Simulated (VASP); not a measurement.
# SnTe (I4mm) in VASP: further runs, part 2 of 2

VASP 6.6.1.

### 5 Single point, PBE (the cell strained)

INCAR reads:

```
SYSTEM = SnTe
ALGO = Normal
EDIFF = 1E-6
ENCUT = 520
GGA = PE
ISIF = 2
ISMEAR = 0
LASPH = .True.
LCHARG = .False.
LREAL = .False.
LWAVE = .False.
NBANDS = 17
NELM = 60
PREC = Accurate
SIGMA = 0.03
```

KPOINTS reads:

```
k-points
0
Gamma
  10 10 10
  0 0 0
```

POSCAR reads:

```
SnTe
1.0
    0.0000000000      3.1795589142      3.1795589142
    3.1795589142      0.0000000000      3.1795589142
    3.1795589142      3.1795589142      0.0000000000
Sn Te
1 1
Direct
    0.0057389344     -0.0057389344     -0.0057389344
    0.4946609020      0.5053390980      0.5053390980
```

Potentials or basis: VASP PAW PBE potentials, release 64 (Sn_d, Te).

Launch:

```console
$ cat potpaw_PBE.64/Sn_d/POTCAR potpaw_PBE.64/Te/POTCAR > POTCAR
$ mpirun -np 1 vasp_std > vasp.out
```

OUTCAR:

```text
SYSTEM = SnTe
   EDIFF = 1E-6
   ENCUT = 520
   GGA = PE
   ISIF = 2
   ISMEAR = 0
   LASPH = .True.
   LREAL = .False.
   NELM = 60
   PREC = Accurate

 ion  position               nearest neighbor table
   1  0.006  0.994  0.994-   2 3.11   2 3.18   2 3.18   2 3.18   2 3.18   2 3.25
   2  0.495  0.505  0.505-   1 3.11   1 3.18   1 3.18   1 3.18   1 3.18   1 3.25

  LATTYP: Found a face centered cubic cell.
 ALAT       =     6.3591178284

  Lattice vectors:

 A1 = (   0.0000000000,   3.1795589142,   3.1795589142)
 A2 = (   3.1795589142,   0.0000000000,   3.1795589142)
 A3 = (   3.1795589142,   3.1795589142,   0.0000000000)

Analysis of symmetry for initial positions (statically):
=====================================================================
 Subroutine PRICEL returns:
 Original cell was already a primitive cell.

 Routine SETGRP: Setting up the symmetry group for a
 face centered cubic supercell.

 Subroutine GETGRP returns: Found  8 space group operations
 (whereof  8 operations were pure point group operations)
 out of a pool of 48 trial point group operations.

The static configuration has the point symmetry C_4v.

[... 159 lines left out ...]
  energy without entropy =       -7.56032390  energy(sigma->0) =       -7.56032392

 E-fermi :   6.6590     XC(G=0):  -9.3711

 val. band max:        6.5706390160   @ k =   0.5000   0.0000   0.0000
 cond. band min:       6.7473743564   @ k =   0.5000   0.0000   0.0000
 fundamental gap:      0.1767353404
 Fermi energy:         6.6590053181

 k-point     1 :       0.0000    0.0000    0.0000
  band No.  band energies     occupation
      1     -15.2664      2.00000
      2     -15.2656      2.00000
      3     -15.2622      2.00000
      4     -15.2612      2.00000
      5     -15.2612      2.00000
      6      -5.9888      2.00000
[... 457 lines left out ...]
      4     -15.2604      2.00000
      5     -15.2602      2.00000
      6      -5.7759      2.00000
[... 9 lines left out ...]
     16      12.4482      0.00000
     17      13.9433      0.00000

 [... further k-points ...]

------------------------ aborting loop because EDIFF is reached ----------------------------------------

  FORCE on cell =-STRESS in cart. coord.  units (eV):
  Direction    XX          YY          ZZ          XY          YZ          ZX
  --------------------------------------------------------------------------------------
  -------------------------------------------------------------------------------------
  Total        0.4377801      0.3860272      0.3860272      0.0000000      0.0000000      0.0000000
  in kB       10.9102831      9.6205047      9.6205047      0.0000000      0.0000000      0.0000000
  external PRESSURE =      10.0504308 kB  Pullay stress =       0.0000000 kB

 VOLUME and BASIS-vectors are now :
 -----------------------------------------------------------------------------
  energy-cutoff  :      520.00
  volume of cell :       64.29
      direct lattice vectors                 reciprocal lattice vectors
     0.000000000  3.179558914  3.179558914    -0.157254517  0.157254517  0.157254517
     3.179558914  0.000000000  3.179558914     0.157254517 -0.157254517  0.157254517
     3.179558914  3.179558914  0.000000000     0.157254517  0.157254517 -0.157254517

 POSITION                                       TOTAL-FORCE (eV/Angst)
 -----------------------------------------------------------------------------------
      6.32262      3.17956      3.17956         0.003177      0.000000      0.000000
      3.21351      3.17956      3.17956        -0.003177      0.000000      0.000000
 -----------------------------------------------------------------------------------
    total drift:                                0.000203      0.000000      0.000000

  FREE ENERGIE OF THE ION-ELECTRON SYSTEM (eV)
  ---------------------------------------------------
  free  energy   TOTEN  =        -7.5603239281 eV

  energy  without entropy=       -7.5603239050  energy(sigma->0) =       -7.56032392
```

OSZICAR:

```text
N       E                     dE             d eps       ncg     rms          rms(c)
DAV:   1     0.124666396226E+03    0.12467E+03   -0.95161E+03  3503   0.134E+03
DAV:   2     0.393181331164E+01   -0.12073E+03   -0.11728E+03  3785   0.328E+02
DAV:   3    -0.727355791424E+01   -0.11205E+02   -0.11112E+02  4256   0.891E+01
DAV:   4    -0.760428748361E+01   -0.33073E+00   -0.33047E+00  4176   0.159E+01
DAV:   5    -0.761733300840E+01   -0.13046E-01   -0.13045E-01  5071   0.306E+00    0.432E+00
DAV:   6    -0.755832827274E+01    0.59005E-01   -0.13851E-01  4616   0.240E+00    0.270E+00
DAV:   7    -0.755967026409E+01   -0.13420E-02   -0.53512E-02  4126   0.109E+00    0.830E-01
DAV:   8    -0.756021851599E+01   -0.54825E-03   -0.71585E-03  4436   0.669E-01    0.169E-01
DAV:   9    -0.756031582522E+01   -0.97309E-04   -0.70486E-04  4883   0.247E-01    0.398E-02
DAV:  10    -0.756031730333E+01   -0.14781E-05   -0.11620E-04  4502   0.863E-02    0.185E-02
DAV:  11    -0.756032429564E+01   -0.69923E-05   -0.40283E-05  4276   0.462E-02    0.254E-02
DAV:  12    -0.756032392806E+01    0.36758E-06   -0.23373E-06  4047   0.909E-03
   1 F= -.75603239E+01 E0= -.75603239E+01  d E =-.230931E-07
```

stdout:

```text
POSCAR found type information on POSCAR SnTe
 POSCAR found :  2 types and       2 ions
 scaLAPACK will be used
 LDA part: xc-table for (Slater+PW92), standard interpolation
 POSCAR, INCAR and KPOINTS ok, starting setup
 FFT: planning ... GRIDC
 FFT: planning ... GRID_SOFT
 FFT: planning ... GRID
 WAVECAR not read
 entering main loop
```

Run time: 61 s. Hardware: 1 thread of AMD EPYC 9R45 (Zen 5), shared host; peak memory 0.25 GiB.

What came out:

```yaml
Free_energy: -7.5603 eV
Pressure: 1.0 GPa
Largest_force: 0.003 eV/Å
Band_gap_on_the_k_mesh: 0.18 eV
```

Forces in eV/Å, atoms in the order of the input:
```
Sn   0.003  0.000  0.000
Te  -0.003  0.000  0.000
```

Levels at points of the mesh, in eV from the valence-band top:
```
           k point  band 8  band 9  band 10  band 11  band 12  band 13
(0.00, 0.00, 0.00)   -2.03   -2.02    -2.02     3.31     3.31     3.35
(0.50, 0.00, 0.00)   -1.72   -1.69     0.00     0.18     0.46     0.49
(0.50, 0.50, 0.00)   -5.34   -3.56    -3.56     2.30     4.86     4.87
(0.00, 0.50, 0.50)   -5.28   -3.56    -3.56     2.33     4.85     4.85
```

Caveat: the cell differs from its parent crystal (the cell strained); semilocal functionals underestimate gaps, and a narrow one can read as zero; spin-orbit coupling is left out, which moves the levels of the heavy elements. A k mesh can miss the band edges.

### 6 The runs side by side

```tsv
cell	gap on the mesh (eV)	pressure (GPa)	largest force (eV/Å)
a = 4.458 Å, angles 60.0°, 2 atoms, atomic positions A	0.12	2.2	0.01
a = 4.497 Å, angles 60.0°, 2 atoms, atomic positions B	0.27	1.1	0.02
a = 4.497 Å, angles 60.0°, 2 atoms, atomic positions A	0.09	1.0	0.01
a = 4.497 Å, angles 60.0°, 2 atoms, atomic positions C	0.18	1.0	-
```

Alike in all rows: task single point; level PBE; potentials or basis VASP PAW PBE potentials, release 64 (Sn_d, Te); no spin polarisation; k mesh 10 × 10 × 10; cutoff (eV) 520; smearing gaussian 0.03 eV.

Caveats: semilocal functionals underestimate gaps, and a narrow one can read as zero; spin-orbit coupling is left out, which moves the levels of the heavy elements.

Absolute energies hang on the potentials; compare differences alone.
